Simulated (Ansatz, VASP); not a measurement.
**SnO in VASP and in Ansatz**

```
Sn O
1.0
     3.75466    0.00000    0.00000
     0.00000    3.75466    0.00000
     0.00000    0.00000    4.71080
Sn O
2 2
Direct
  0.00000 0.50000 0.24567
  0.50000 0.00000 0.75433
  0.50000 0.50000 0.00000
  0.00000 0.00000 0.00000
```

Change from the starting cell: hydrostatic strain -1.0%.

Alike in both runs: task single point; functional r2SCAN; k mesh 6 × 6 × 6; occupations fermi-dirac, width 0.02 eV; non-collinear spin, spin-orbit coupling.

|  | VASP | Ansatz |
| --- | --- | --- |
| version | VASP 6.6.1 | Ansatz 0.2.0 |
| potentials or method | VASP PAW PBE potentials, release 64 (Sn_d, O) | plane waves, PAW |
| plane-wave cutoff (eV) | 660 | 500 |
| valence electrons in the cell | 40 | 40 |

|  | VASP | Ansatz | Ansatz less VASP |
| --- | --- | --- | --- |
| pressure (GPa) | 3.4 | 2.8 | -0.58 |
| traceless stress, the component that is largest in VASP (GPa) | -0.97 | -0.92 | +0.054 |
| rms of the force components (eV/Å) | 0.052 | 0.006 | -0.0461 |

VASP's potentials were made for PBE, not for r2SCAN. Atom by atom the forces differ by 0.059 eV/Å (rms over components). The functional is the same, so the differences come from potentials, cutoffs and numerics.
